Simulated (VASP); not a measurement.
A run of VASP 6.6.1 is set up as follows.

The input INCAR:

```
PREC = Accurate
ENCUT = 520
EDIFF = 1E-6
ISMEAR = 0
SIGMA = 0.15
LREAL = False
LASPH = True
NELM = 150
ALGO = Normal
ISIF = 2
LWAVE = False
LCHARG = False
ISPIN = 2
MAGMOM = 0 0 0.375
LORBIT = 11
NUPDOWN = 0.375
LMAXMIX = 4
GGA = PE
NBANDS = 20
```

File KPOINTS:

```
regular mesh
0
Gamma
  14 14 14
```

File POSCAR:

```
Si2Ni
1.0
    0.0000000000      2.7231673631      2.7231673631
    2.7231673631      0.0000000000      2.7231673631
    2.7231673631      2.7231673631      0.0000000000
Si Ni
2 1
Direct
    0.2500000000      0.2500000000      0.2500000000
    0.7500000000      0.7500000000      0.7500000000
    0.0000000000      0.0000000000      0.0000000000
```

Potentials or basis: VASP PAW PBE potentials, release 64 (Si, Ni).

Run with:

```sh
$ cat potpaw_PBE.64/Si/POTCAR potpaw_PBE.64/Ni/POTCAR > POTCAR
$ mpirun -np 1 vasp_std > vasp.out
```

Problem. What does it give for the pressure?

Solution. 0.1 GPa.

Caveat: the total moment is fixed, so each spin has its own Fermi level.
